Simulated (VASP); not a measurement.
# BaTlBr3: single point with PBE

The system is BaTlBr3.

```
Tl Ba Br
1.0
     6.21194    0.00000    0.00000
     0.00000    6.21194    0.00000
     0.00000    0.00000    6.21194
Tl Ba Br
1 1 3
Cartesian
  0.0000 0.0000 0.0000
  3.1060 3.1060 3.1060
  3.1060 3.1060 0.0000
  3.1060 0.0000 3.1060
  0.0000 3.1060 3.1060
```

```json
{
  "Program": "VASP 6.6.1",
  "Task": "single point",
  "Functional": "PBE",
  "Potentials or basis": "VASP PAW PBE potentials, release 64 (Tl_d, Ba_sv, Br)",
  "Cutoff": "520 eV",
  "k mesh": "4 × 4 × 4",
  "Occupations": "gaussian, width 0.01 eV",
  "Spin": "no spin polarisation"
}
```

```yaml
Pressure: 0.7 GPa
Band_gap_on_the_k_mesh: 2.99 eV (least direct gap 3.15 eV)
```

Levels at points of the mesh, in eV from the valence-band top:
```
           k point  band 19  band 20  band 21  band 22  band 23  band 24  band 25  band 26
(0.00, 0.00, 0.00)    -0.36    -0.13    -0.13    -0.13     4.04     4.04     4.04     5.10
(0.50, 0.00, 0.00)    -0.48    -0.43    -0.16    -0.16     2.99     3.77     3.77     5.19
(0.50, 0.50, 0.00)    -0.59    -0.59    -0.30     0.00     3.53     3.53     3.53     6.19
(0.50, 0.50, 0.50)    -1.25     0.00     0.00     0.00     3.94     3.94     3.94     7.00
```

Wall time 33 s on 1 thread of Intel(R) Xeon(R) 6975P-C (Granite Rapids) (shared host), peak memory 0.35 GiB.

Caveat: spin-orbit coupling is left out, which moves the levels of the heavy elements. A k mesh can miss the band edges.
